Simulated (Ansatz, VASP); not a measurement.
# One calculation of Al, two programs

```
Al
1.0
     2.82708    0.00000    0.00000
    -1.41354    2.44832    0.00000
     0.00000    0.00000    9.18599
Al
4
Direct
  0.00000 0.00000 0.00000
  0.00000 0.00000 0.50000
  0.33333 0.66667 0.25000
  0.66667 0.33333 0.75000
```

Alike in both runs: task relaxation of cell and atoms; functional PBEsol; dispersion D3(BJ); k mesh 10 × 10 × 3; no spin polarisation.

```csv
,VASP,Ansatz
version,VASP 6.6.1,Ansatz 0.2.0
potentials or method,"VASP PAW PBE potentials, release 64 (Al)","plane waves, PAW"
plane-wave cutoff (eV),600,420
occupations,"fermi-dirac, width 0.1 eV",fermi-dirac
valence electrons in the cell,12,12
```

```tsv
	VASP	Ansatz	Ansatz less VASP
relaxed volume (Å³/atom)	15.63	15.61	-0.020
relaxed cell length with the largest relative difference (Å)	2.799	2.798	-0.0013
```

VASP's potentials were made for PBE, not for PBEsol.
